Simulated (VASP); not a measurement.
# Ir (P6_3/mmc) in VASP: a series of runs

Ir is run at these levels: PBEsol; tasks: single point.

All numbers are computed with VASP 6.6.1; they aren't measurements. Logs are shortened: lines on timing, memory, paths and dates and some standing lists are left out, and cuts for length are marked.

### 1 The cell of the first run

It takes space group P6_3/mmc (No. 194, hexagonal). The conventional cell has a = 2.641 Å, b = 2.641 Å, c = 4.462 Å, α = 90.00°, β = 90.00°, γ = 120.00°. Within 3.5 Å of Ir (site symmetry -6m2) lie 12 Ir at 2.64 to 2.70 Å.

This isn't the form of Ir at room conditions, which is fcc.

### 2 Single point, PBEsol (strain -0.040 along x and y, +0.000 along z)

Contents of INCAR:

```
PREC = Accurate ; ENCUT = 520
EDIFF = 1E-7 ; ISMEAR = 0
SIGMA = 0.15 ; LREAL = F
LASPH = T ; NELM = 100
ALGO = Fast ; ISIF = 2
LWAVE = F ; LCHARG = F
GGA = PS ; NBANDS = 16
```

Contents of KPOINTS:

```
regular mesh
0
Gamma
  18 18 12
```

Contents of POSCAR:

```
Ir
1.0
    2.6413227788      0.0000000000      0.0000000000
   -1.3206613894      2.2874526260      0.0000000000
    0.0000000000      0.0000000000      4.4622900000
Ir
2
Direct
    0.6666666667      0.3333333333      0.7500000000
    0.3333333333      0.6666666667      0.2500000000
```

Potentials or basis: VASP PAW PBE potentials, release 64 (Ir).

Command:

```console
cat potpaw_PBE.64/Ir/POTCAR > POTCAR
mpirun -np 1 vasp_std > vasp.out
```

OUTCAR:

```text
PREC = Accurate
   ENCUT = 520
   EDIFF = 1E-7
   ISMEAR = 0
   LREAL = F
   LASPH = T
   NELM = 100
   ISIF = 2
   GGA = PS

 ion  position               nearest neighbor table
   1  0.667  0.333  0.750-   2 2.70   2 2.70   2 2.70   2 2.70   2 2.70   2 2.70
   2  0.333  0.667  0.250-   1 2.70   1 2.70   1 2.70   1 2.70   1 2.70   1 2.70

  LATTYP: Found a hexagonal cell.
 ALAT       =     2.6413227788
 C/A-ratio  =     1.6894148780

  Lattice vectors:

 A1 = (   2.6413227788,   0.0000000000,   0.0000000000)
 A2 = (  -1.3206613894,   2.2874526260,   0.0000000000)
 A3 = (   0.0000000000,   0.0000000000,   4.4622900000)

Analysis of symmetry for initial positions (statically):
=====================================================================
 Subroutine PRICEL returns:
 Original cell was already a primitive cell.

 Routine SETGRP: Setting up the symmetry group for a
 hexagonal supercell.

 Subroutine GETGRP returns: Found 24 space group operations
 (whereof 12 operations were pure point group operations)
 out of a pool of 24 trial point group operations.

The static configuration has the point symmetry D_3d.
 The point group associated with its full space group is D_6h.

Analysis of symmetry for dynamics (positions and initial velocities):
=====================================================================
 Subroutine PRICEL returns:
 Original cell was already a primitive cell.

 Routine SETGRP: Setting up the symmetry group for a
 hexagonal supercell.

 Subroutine GETGRP returns: Found 24 space group operations
 (whereof 12 operations were pure point group operations)
 out of a pool of 24 trial point group operations.

The dynamic configuration has the point symmetry D_3d.
 The point group associated with its full space group is D_6h.

 Subroutine INISYM returns: Found 24 space group operations
 (whereof 12 operations are pure point group operations),
 and found     1 'primitive' translations

----------------------------------------------------------------------------------------

                                     Primitive cell

  volume of cell :      26.9607

  direct lattice vectors                    reciprocal lattice vectors
     2.641322779  0.000000000  0.000000000     0.378598181  0.218583762  0.000000000
    -1.320661389  2.287452626  0.000000000     0.000000000  0.437167524  0.000000000
     0.000000000  0.000000000  4.462290000     0.000000000  0.000000000  0.224100182

  length of vectors
     2.641322779  2.641322779  4.462290000     0.437167524  0.437167524  0.224100182

  position of ions in fractional coordinates (direct lattice)
     0.666666667  0.333333333  0.750000000
     0.333333333  0.666666667  0.250000000

  ion indices of the primitive-cell ions
   primitive index   ion index
                 1           1
                 2           2

----------------------------------------------------------------------------------------

 KPOINTS: regular mesh

Automatic generation of k-mesh.
 Grid dimensions read from file:
 generate k-points for:   18   18   12

 Generating k-lattice:

  Cartesian coordinates                     Fractional coordinates (reciprocal lattice)
     0.021033232  0.012143542  0.000000000     0.055555556 -0.000000000  0.000000000
     0.000000000  0.024287085  0.000000000     0.000000000  0.055555556  0.000000000
     0.000000000  0.000000000  0.018675015     0.000000000  0.000000000  0.083333333

  Length of vectors
     0.024287085  0.024287085  0.018675015

  Shift w.r.t. Gamma in fractional coordinates (k-lattice)
     0.000000000  0.000000000  0.000000000

 Subroutine IBZKPT returns following result:
 ===========================================

 Found    259 irreducible k-points:

 Following reciprocal coordinates:
            Coordinates               Weight
  0.000000  0.000000  0.000000      1.000000
  0.055556 -0.000000  0.000000      6.000000
  0.111111 -0.000000  0.000000      6.000000
  0.166667  0.000000  0.000000      6.000000
  0.222222 -0.000000  0.000000      6.000000
  0.277778 -0.000000  0.000000      6.000000
[... 16 lines left out ...]
  0.333333  0.111111  0.000000     12.000000
  0.388889  0.111111  0.000000     12.000000
 [... further k-points ...]
   k-points           NKPTS =    259   k-points in BZ     NKDIM =    259   number of bands    NBANDS=     16
   number of dos      NEDOS =    301   number of ions     NIONS =      2
   total plane-waves  NPLWV =  14400
   dimension x,y,z NGX =    20 NGY =   20 NGZ =   36
   dimension x,y,z NGXF=    40 NGYF=   40 NGZF=   72
   ions per type =               2
   NGX,Y,Z   is equivalent  to a cutoff of  12.59, 12.59, 13.41 a.u.
   NGXF,Y,Z  is equivalent  to a cutoff of  25.18, 25.18, 26.82 a.u.
 SYSTEM =  unknown system
   PREC   = accura    normal or accurate (medium, high low for compatibility)
   ISTART =      0    job   : 0-new  1-cont  2-samecut
   ICHARG =      2    charge: 1-file 2-atom 10-const
   ISPIN  =      1    spin polarized calculation?
   LNONCOLLINEAR =      F non collinear calculations
   LSORBIT =      F    spin-orbit coupling
   LASPH  =      T    aspherical Exc in radial PAW
   ENCUT  =  520.0 eV  38.22 Ry    6.18 a.u.   4.91  4.91  8.30*2*pi/ulx,y,z
   NELM   =    100;   NELMIN=  2; NELMDL= -5     # of ELM steps
   EDIFF  = 0.1E-06   stopping-criterion for ELM
   LREAL  =      F    real-space projection
   EDIFFG = 0.1E-05   stopping-criterion for IOM
   NSW    =      0    number of steps for IOM
   IBRION =     -1    ionic relax: 0-MD 1-quasi-New 2-CG
   NFREE  =      0    steps in history (QN), initial steepest desc. (CG)
   ISIF   =      2    stress and relaxation
   ISYM   =      2    0-nonsym 1-usesym 2-fastsym
   POTIM  = 0.5000    time-step for ionic-motion
   TEBEG  =    0.0;   TEEND  =   0.0 temperature during run
   PSTRESS=    0.0 pullay stress
   NELECT =      18.0000    total number of electrons
   NUPDOWN=      -1.0000    fix difference up-down
   EMIN   =  10.00;   EMAX   =-10.00  energy-range for DOS
   EFERMI =   0.00;   METHOD = LEGACY
   ISMEAR =     0;   SIGMA  =   0.15  broadening in eV -4-tet -1-fermi 0-gaus
   EFERMI_NEDOS =   21; number of points for ismear=-14 and -15
   IALGO  =     68    algorithm
   IMIX   =      4    mixing-type and parameters
     AMIX     =   0.40;   BMIX     =  1.00
     AMIX_MAG =   1.60;   BMIX_MAG =  1.00
  volume/ion in A,a.u.               =      13.48        90.97
  Fermi-wavevector in a.u.,A,eV,Ry     =   1.430832  2.703880 27.854925  2.047279
  Thomas-Fermi vector in A             =   2.550634
   LORBIT       =      0    0 simple, 1 ext, 2 COOP (PROOUT), +10 PAW based schemes
   GGA     = PS    functional components
   LHFCALC =     F    Hartree Fock is set to
   AEXX    =    0.0000 exact exchange contribution
   IVDW    =     0    specifies the selected vdW correction
   LEPSILON=     F    determine dielectric tensor
   LRPA    =     F    only Hartree local field effects (RPA)
 non-spin polarized calculation
 RMM-DIIS sequential band-by-band and
 Gauss-broadening in eV      SIGMA  =   0.15
  energy-cutoff  :      520.00
  volume of cell :       26.96
 maximum number of plane-waves:       762
 NGX is ok and might be reduce to    20
   NGX =  9   NGY =  9   NGZ = 17

 number of electron      17.9999998 magnetization

 Free energy of the ion-electron system (eV)
  ---------------------------------------------------
  ext. energy  EPLUGINS =         0.00000000
  ---------------------------------------------------
  free energy    TOTEN  =       -19.37132851 eV

  energy without entropy =      -19.34853790  energy(sigma->0) =      -19.35993320

 E-fermi :  11.1910     XC(G=0): -14.3845

 val. band max:       11.1843959212   @ k =   0.3333   0.0556   0.0000
 cond. band min:      11.1949599704   @ k =   0.3333   0.2222   0.0833
 fundamental gap:      0.0105640492
 Fermi energy:        11.1910158382

 k-point     1 :       0.0000    0.0000    0.0000
  band No.  band energies     occupation
      1      -0.6145      2.00000
      2       2.3561      2.00000
      3       6.5234      2.00000
      4       7.0783      2.00000
      5       7.0783      2.00000
      6       7.6968      2.00000
[... 8 lines left out ...]
     15      27.0162      0.00000
     16      28.6231      0.00000

 k-point     2 :       0.0556   -0.0000    0.0000
  band No.  band energies     occupation
      1      -0.4815      2.00000
      2       2.4820      2.00000
      3       6.4646      2.00000
      4       7.1063      2.00000
      5       7.1936      2.00000
      6       7.6141      2.00000
[... 8 lines left out ...]
     15      27.2167      0.00000
     16      28.8658      0.00000

 k-point     3 :       0.1111   -0.0000    0.0000
  band No.  band energies     occupation
      1      -0.0944      2.00000
      2       2.8354      2.00000
      3       6.2540      2.00000
      4       7.1985      2.00000
      5       7.4666      2.00000
      6       7.5348      2.00000
[... 8 lines left out ...]
     15      27.7548      0.00000
     16      29.4949      0.00000

 k-point     4 :       0.1667    0.0000    0.0000
  band No.  band energies     occupation
      1       0.5086      2.00000
      2       3.3218      2.00000
      3       5.9787      2.00000
      4       6.9090      2.00000
      5       6.9821      2.00000
      6       7.7575      2.00000
[... 8 lines left out ...]
     15      28.2370      0.00000
     16      29.8704      0.00000
[... 324 lines left out ...]
 k-point    22 :       0.2778    0.1111    0.0000
  band No.  band energies     occupation
      1       3.0299      2.00000
      2       3.9241      2.00000
      3       4.5526      2.00000
      4       5.9701      2.00000
      5       6.9021      2.00000
      6       7.0757      2.00000
[... 8 lines left out ...]
     15      24.2560      0.00000
     16      26.3665      0.00000

 k-point    23 :       0.3333    0.1111    0.0000
  band No.  band energies     occupation
      1       3.3925      2.00000
      2       3.6765      2.00000
      3       4.1344      2.00000
      4       6.4694      2.00000
      5       6.8161      2.00000
      6       7.5177      2.00000
[... 8 lines left out ...]
     15      22.9047      0.00000
     16      25.8199      0.00000

 k-point    24 :       0.3889    0.1111    0.0000
  band No.  band energies     occupation
      1       3.4356      2.00000
      2       3.5951      2.00000
      3       3.8777      2.00000
      4       6.8338      2.00000
      5       6.9973      2.00000
      6       7.2227      2.00000
[... 8 lines left out ...]
     15      21.8434      0.00000
     16      25.4663      0.00000

 [... further k-points ...]

------------------------ aborting loop because EDIFF is reached ----------------------------------------

  FORCE on cell =-STRESS in cart. coord.  units (eV):
  Direction    XX          YY          ZZ          XY          YZ          ZX
  --------------------------------------------------------------------------------------
  -------------------------------------------------------------------------------------
  Total        4.7426513      4.7426513      1.4895580     -0.0000000      0.0000000      0.0000000
  in kB      281.8385515    281.8385515     88.5190233     -0.0000000      0.0000000      0.0000000
  external PRESSURE =     217.3987088 kB  Pullay stress =       0.0000000 kB

 VOLUME and BASIS-vectors are now :
 -----------------------------------------------------------------------------
  energy-cutoff  :      520.00
  volume of cell :       26.96
      direct lattice vectors                 reciprocal lattice vectors
     2.641322779  0.000000000  0.000000000     0.378598181  0.218583762  0.000000000
    -1.320661389  2.287452626  0.000000000     0.000000000  0.437167524  0.000000000
     0.000000000  0.000000000  4.462290000     0.000000000  0.000000000  0.224100182

 POSITION                                       TOTAL-FORCE (eV/Angst)
 -----------------------------------------------------------------------------------
      1.32066      0.76248      3.34672        -0.000000     -0.000000      0.000000
     -0.00000      1.52497      1.11557         0.000000      0.000000      0.000000
 -----------------------------------------------------------------------------------
    total drift:                               -0.000000      0.000000     -0.000000

  FREE ENERGIE OF THE ION-ELECTRON SYSTEM (eV)
  ---------------------------------------------------
  free  energy   TOTEN  =       -19.3713285086 eV

  energy  without entropy=      -19.3485378952  energy(sigma->0) =      -19.35993320
```

Run time: 3.2 min. Hardware: 1 thread of Intel Xeon Platinum 8259CL at 2.50GHz (Skylake/Cascade Lake), shared host; peak memory 0.22 GiB.

What came out:

```yaml
Free_energy: -19.3713 eV
Pressure: 21.7 GPa
Band_gap_on_the_k_mesh: zero (bands 9 and 10 overlap by 3.89 eV)
```

Stress tensor (GPa, compression positive):
```
28.18  0.00  0.00
 0.00 28.18  0.00
 0.00  0.00  8.85
```

Caveat: the cell differs from its parent crystal (strain -0.040 along x and y, +0.000 along z); the stress differs along the axes, from 9 to 28 GPa; the PAW data sets were made with another functional, which shifts forces and pressure a little; spin-orbit coupling is left out, which moves the levels of the heavy elements.

### 3 Single point, PBEsol (strain -0.040 along x and y, +0.040 along z)

Contents of INCAR:

```
PREC = Accurate
ENCUT = 520
EDIFF = 1E-7
ISMEAR = 0
SIGMA = 0.15
LREAL = False
LASPH = True
NELM = 60
ALGO = Fast
ISIF = 2
LWAVE = False
LCHARG = False
GGA = PS
NBANDS = 16
```

Contents of KPOINTS:

```
Automatic mesh
0
Gamma
  18 18 12
```

POSCAR, as its differences from that of step 2:

```diff
@@ -4,3 +4,3 @@
    -1.3206613894      2.2874526260      0.0000000000
-    0.0000000000      0.0000000000      4.4622900000
+    0.0000000000      0.0000000000      4.6407816000
 Ir
```

Potentials or basis: VASP PAW PBE potentials, release 64 (Ir).

Command:

```console
cat potpaw_PBE.64/Ir/POTCAR > POTCAR
mpirun -np 1 vasp_std > vasp.out
```

Run time: 3.2 min. Hardware: 1 thread of Intel Xeon Platinum 8259CL at 2.50GHz (Skylake/Cascade Lake), shared host; peak memory 0.22 GiB.

Results (log left out):

* Free energy: -19.3439 eV
* Pressure: 6.3 GPa
* Band gap on the k mesh: zero (bands 9 and 10 overlap by 3.75 eV)

Stress tensor (GPa, compression positive):
```
 17.43   0.00   0.00
  0.00  17.43   0.00
  0.00   0.00 -15.83
```

Levels at points of the mesh, in eV from the Fermi level:
```
           k point  band 6  band 7  band 8  band 9  band 10  band 11  band 12  band 13
(0.00, 0.00, 0.00)   -3.31   -3.31   -1.61   -1.61    -1.55     0.47     0.47     6.13
(0.50, 0.00, 0.00)   -3.34   -3.09    0.77    1.40     1.67     3.24     4.80     8.44
(0.00, 0.00, 0.50)   -3.78   -3.78   -3.78   -0.28    -0.28    -0.28    -0.28    12.78
(0.50, 0.00, 0.50)   -1.72   -0.87   -0.87    1.55     1.55     2.07     2.07     8.23
```

Caveat: the cell differs from its parent crystal (strain -0.040 along x and y, +0.040 along z); the stress differs along the axes, from -16 to 17 GPa; the PAW data sets were made with another functional, which shifts forces and pressure a little; spin-orbit coupling is left out, which moves the levels of the heavy elements.

### 4 Single point, PBEsol (strain +0.000 along x and y, -0.040 along z)

Contents of INCAR:

```
ALGO     = Fast           # electronic algorithm
EDIFF    = 1E-6           # SCF threshold, eV
ENCUT    = 520            # plane-wave cutoff, eV
GGA      = PS             # functional
ISIF     = 2              # what is computed and relaxed
ISMEAR   = 0              # smearing method
LASPH    = T              # aspherical terms in the spheres
LCHARG   = F              # write CHGCAR
LREAL    = F              # projectors in reciprocal space
LWAVE    = F              # write WAVECAR
NBANDS   = 16             # bands
NELM     = 80             # most SCF steps
PREC     = Accurate       # precision mode
SIGMA    = 0.15           # smearing width, eV
```

Contents of KPOINTS:

```
k-points
0
Gamma
  18 18 12
```

Contents of POSCAR:

```
Ir
1.0
    2.7513778946      0.0000000000      0.0000000000
   -1.3756889473      2.3827631521      0.0000000000
    0.0000000000      0.0000000000      4.2837984000
Ir
2
Direct
    0.6666666667      0.3333333333      0.7500000000
    0.3333333333      0.6666666667      0.2500000000
```

Command:

```console
cat potpaw_PBE.64/Ir/POTCAR > POTCAR
mpirun -np 1 vasp_std > vasp.out
```

It took 2.7 min on 1 thread of Intel Xeon Platinum 8259CL at 2.50GHz (Skylake/Cascade Lake), shared host; peak memory 0.22 GiB.

The run converged. Its results:

* Free energy: -19.4563 eV
* Pressure: 4.0 GPa
* Band gap on the k mesh: zero (bands 9 and 10 overlap by 3.36 eV)

Stress tensor (GPa, compression positive):
```
-1.51  0.00  0.00
 0.00 -1.51  0.00
 0.00  0.00 15.10
```

Levels at points of the mesh, in eV from the Fermi level:
```
           k point  band 7  band 8  band 9  band 10  band 11  band 12
(0.00, 0.00, 0.00)   -3.23   -2.83   -2.83    -0.53     0.21     0.21
(0.50, 0.00, 0.00)   -2.85    0.40    0.93     1.14     2.80     4.18
(0.00, 0.00, 0.50)   -4.24   -4.24   -0.51    -0.51    -0.51    -0.51
(0.50, 0.00, 0.50)   -1.12   -1.12    0.72     0.72     1.94     1.94
```

Caveat: the cell differs from its parent crystal (strain +0.000 along x and y, -0.040 along z); the stress differs along the axes, from -2 to 15 GPa; the PAW data sets were made with another functional, which shifts forces and pressure a little; spin-orbit coupling is left out, which moves the levels of the heavy elements.

### 5 The runs side by side

| cell | further INCAR settings | gap on the mesh (eV) | pressure (GPa) |
| --- | --- | --- | --- |
| a = 2.641, b = 2.641, c = 4.462 Å, angles 90.0, 90.0, 120.0°, 2 atoms | ALGO = Fast; EDIFF = 1e-07; NBANDS = 16 | none | 21.7 |
| a = 2.641, b = 2.641, c = 4.641 Å, angles 90.0, 90.0, 120.0°, 2 atoms | ALGO = Fast; EDIFF = 1e-07; NBANDS = 16 | none | 6.3 |
| a = 2.751, b = 2.751, c = 4.284 Å, angles 90.0, 90.0, 120.0°, 2 atoms | ALGO = Fast; EDIFF = 1e-06; NBANDS = 16 | none | 4.0 |

Alike in all rows: task single point; level PBEsol; potentials or basis VASP PAW PBE potentials, release 64 (Ir); no spin polarisation; k mesh 18 × 18 × 12; cutoff (eV) 520; smearing gaussian 0.15 eV.

Caveats: the PAW data sets were made with another functional, which shifts forces and pressure a little; spin-orbit coupling is left out, which moves the levels of the heavy elements; the stress differs along the axes, from 9 to 28 GPa (at least some runs); the stress differs along the axes, from -16 to 17 GPa (at least some runs); the stress differs along the axes, from -2 to 15 GPa (at least some runs).

Absolute energies hang on the potentials; compare differences alone.
